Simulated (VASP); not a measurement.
Set up this calculation in VASP 6.6.1, as the native input.

- Task: single point
- Functional: r2SCAN
- Potentials or basis: VASP PAW PBE potentials, release 64 (Mn_pv, O)
- Cutoff: 520 eV
- k mesh: 11 × 11 × 3
- Occupations: fermi-dirac, width 0.05 eV
- Spin: collinear spin, ferromagnetic start
- Starting moments: [4.0, 4.0, 0.0, 0.0, 0.0, 0.0] μB
- Dipole correction: no
- Further INCAR settings: ALGO = Normal; EDIFF = 1e-07; NBANDS = 38

The system is MnO2.

```
Mn O
1.0
     2.85496    0.00000    0.00000
    -1.42748    2.47246    0.00000
     0.00000    0.00000   10.22174
Mn O
2 4
Direct
  0.00000 0.00000 0.50000
  0.00000 0.00000 0.00000
  0.66667 0.33333 0.40686
  0.66667 0.33333 0.09314
  0.33333 0.66667 0.59314
  0.33333 0.66667 0.90686
```

These files were run (other wordings do the same):

POSCAR

```
MnO2
1.0
    2.8549554371      0.0000000000      0.0000000000
   -1.4274777185      2.4724639352      0.0000000000
    0.0000000000      0.0000000000     10.2217427273
Mn O
2 4
Direct
    0.0000000000      0.0000000000      0.5000000000
    0.0000000000      0.0000000000      0.0000000000
    0.6666666667      0.3333333333      0.4068564500
    0.6666666667      0.3333333333      0.0931435500
    0.3333333333      0.6666666667      0.5931435500
    0.3333333333      0.6666666667      0.9068564500
```

INCAR.step1

```
SYSTEM = MnO2
PREC = Accurate
ENCUT = 520
ISMEAR = -1
SIGMA = 0.05
LREAL = .False.
LASPH = .True.
NELM = 150
ISPIN = 2
MAGMOM = 4 4 0 0 0 0
LMAXMIX = 4
NBANDS = 38
GGA = PE
ALGO = Normal
EDIFF = 1E-4
LWAVE = .True.
LCHARG = .False.
```

INCAR.step2

```
SYSTEM = MnO2
PREC = Accurate
ENCUT = 520
EDIFF = 1E-7
ISMEAR = -1
SIGMA = 0.05
LREAL = .False.
LASPH = .True.
NELM = 150
ALGO = Normal
ISIF = 2
LWAVE = .False.
LCHARG = .False.
ISPIN = 2
MAGMOM = 4 4 0 0 0 0
LORBIT = 11
LMAXMIX = 4
METAGGA = R2SCAN
LMIXTAU = .True.
NBANDS = 38
ISTART = 1
```

KPOINTS

```
Automatic mesh
0
Gamma
  11 11 3
  0 0 0
```

Potentials or basis: VASP PAW PBE potentials, release 64 (Mn_pv, O).

Run with:

```bash
$ cat potpaw_PBE.64/Mn_pv/POTCAR potpaw_PBE.64/O/POTCAR > POTCAR
$ cp INCAR.step1 INCAR
$ mpirun -np 1 vasp_std > vasp.out
$ cp INCAR.step2 INCAR
$ mpirun -np 1 vasp_std > vasp.out
```

It gave:

| Item | Value |
| --- | --- |
| Pressure | -0.1 GPa |
| Largest force | 0.031 eV/Å |
| Band gap on the k mesh | 1.99 eV, indirect (least direct gap 2.06 eV) |
| Net moment | 6.00 μB per cell |
| Site moments | Mn +2.93; O +0.01 μB |
| Valence electrons inside the program's atomic spheres | Mn 11.71; O 5.03 |

Caveat: the PAW data sets were made with another functional, which shifts forces and pressure a little; only a ferromagnetic start was run, and an antiferromagnetic order may lie lower in energy.

Run time: 6.9 min on 1 thread of Intel(R) Xeon(R) Platinum 8488C (Sapphire Rapids), on a shared host, peak memory 0.32 GiB.
